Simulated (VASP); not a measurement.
CaSb4, 5 atoms in the cell. The structure is hexagonal, space group P6/mmm (No. 191). The conventional cell has a = 5.582 Å, b = 5.582 Å, c = 6.181 Å, α = 90.00°, β = 90.00°, γ = 120.00°. Within 4.2 Å of Ca (site symmetry 6/mmm) lie 6 Sb at 3.22 Å. Within 4.1 Å of Sb (site symmetry -6m2) lie 5 Sb at 3.09 to 3.22 Å and 3 Ca at 3.22 Å. Within 4.1 Å of Sb (site symmetry -6m2) lie 5 Sb at 3.09 to 3.22 Å. The cell was generated, and may not be a known phase.

- Program: VASP 6.6.1
- Task: single point
- Functional: PBE
- Potentials or basis: VASP PAW PBE potentials, release 64 (Ca_sv, Sb)
- Cutoff: 520 eV
- k mesh: 6 × 6 × 4
- Occupations: gaussian, width 0.1 eV
- Spin: no spin polarisation
- Dipole correction: no
- Further INCAR settings: ALGO = Normal; EDIFF = 1e-06; NBANDS = 23

Potentials or basis: VASP PAW PBE potentials, release 64 (Ca_sv, Sb).

Command:

```sh
$ cat potpaw_PBE.64/Ca_sv/POTCAR potpaw_PBE.64/Sb/POTCAR > POTCAR
$ mpirun -np 1 vasp_std > vasp.out
```

Hardware: 1 thread of Intel(R) Xeon(R) Platinum 8488C (Sapphire Rapids), on a shared host.

Task: Estimate the wall time of this run.

Result: Wall time 71 s on 1 thread of Intel(R) Xeon(R) Platinum 8488C (Sapphire Rapids), on a shared host, peak memory 0.3 GiB. Counts: scf iterations 14, k points 21.
